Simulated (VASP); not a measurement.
Set up this calculation in VASP 6.6.1, as the native input.

```
Task                   : single point
Functional             : PBEsol
Potentials or basis    : VASP PAW PBE potentials, release 64 (Ti_sv, Al)
Cutoff                 : 520 eV
k mesh                 : 14 × 14 × 14
Occupations            : gaussian, width 0.1 eV
Spin                   : no spin polarisation
Dipole correction      : no
Further INCAR settings : ALGO = Normal; EDIFF = 1e-06; NBANDS = 14
```

The structure of TiAl lies in POSCAR:

```
TiAl
1.0
    3.0586147395      0.0000000000      0.0000000000
    0.0000000000      3.0586147395      0.0000000000
    0.0000000000      0.0000000000      3.0586147395
Ti Al
1 1
Direct
    0.5000000000      0.5000000000      0.5000000000
    0.0000000000      0.0000000000      0.0000000000
```

This cell differs from its parent crystal: volume scaled by 0.91.

One way to write it, as run:

INCAR

```
SYSTEM = TiAl
ALGO     = Normal         ! electronic algorithm
EDIFF    = 1E-6           ! SCF threshold, eV
ENCUT    = 520            ! plane-wave cutoff, eV
GGA      = PS             ! functional
ISIF     = 2              ! what is computed and relaxed
ISMEAR   = 0              ! smearing method
LASPH    = .True.         ! aspherical terms in the spheres
LCHARG   = .True.         ! write CHGCAR
LELF     = .True.         ! ELF
LREAL    = .False.        ! projectors in reciprocal space
LVHAR    = .True.       
LWAVE    = .False.        ! write WAVECAR
NBANDS   = 14             ! bands
NELM     = 80             ! most SCF steps
PREC     = Accurate       ! precision mode
SIGMA    = 0.1            ! smearing width, eV
```

KPOINTS

```
k-points
0
Gamma
  14 14 14
  0 0 0
```

Potentials or basis: VASP PAW PBE potentials, release 64 (Ti_sv, Al).

Run with:

```console
$ cat potpaw_PBE.64/Ti_sv/POTCAR potpaw_PBE.64/Al/POTCAR > POTCAR
$ mpirun -np 1 vasp_std > vasp.out
```

Results of the run:

```
Pressure : 13.4 GPa
```

Caveat: the PAW data sets were made with another functional, which shifts forces and pressure a little.

Run time: 33 s on 1 thread of Intel(R) Xeon(R) Platinum 8175M CPU @ 2.50GHz (Skylake/Cascade Lake), with other jobs on the host, peak memory 0.17 GiB.
